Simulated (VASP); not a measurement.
## Rh: single point with LDA

The system is Rh.

```xyz
1
Lattice="0.0000 1.8979 1.8979 1.8979 0.0000 1.8979 1.8979 1.8979 0.0000" Properties=species:S:1:pos:R:3 pbc="T T T"
Rh    0.0000    0.0000    0.0000
```

- Program: VASP 6.6.1
- Task: single point
- Functional: LDA
- Potentials or basis: VASP PAW LDA potentials, release 64 (Rh_pv)
- Cutoff: 500 eV
- k mesh: 8 × 8 × 8
- Occupations: fermi-dirac, width 0.1 eV
- Spin: no spin polarisation
- Dipole correction: no
- Further INCAR settings: ALGO = Normal; EDIFF = 1e-06; NBANDS = 14

```json
{
 "Pressure": "-7.5 GPa"
}
```

Levels at points of the mesh, in eV from the Fermi level:
```
           k point  band 5  band 6  band 7  band 8  band 9  band 10
(0.00, 0.00, 0.00)   -3.16   -3.16   -3.16   -1.01   -1.01    15.89
(0.50, 0.00, 0.00)   -3.23   -3.23    0.57    0.57    0.64     8.61
(0.50, 0.50, 0.00)   -6.07    0.56    0.98    0.98    3.16    12.28
```

Run time: 11 s on 1 thread of AMD EPYC 7R13, with other jobs on the host, peak memory 0.09 GiB.
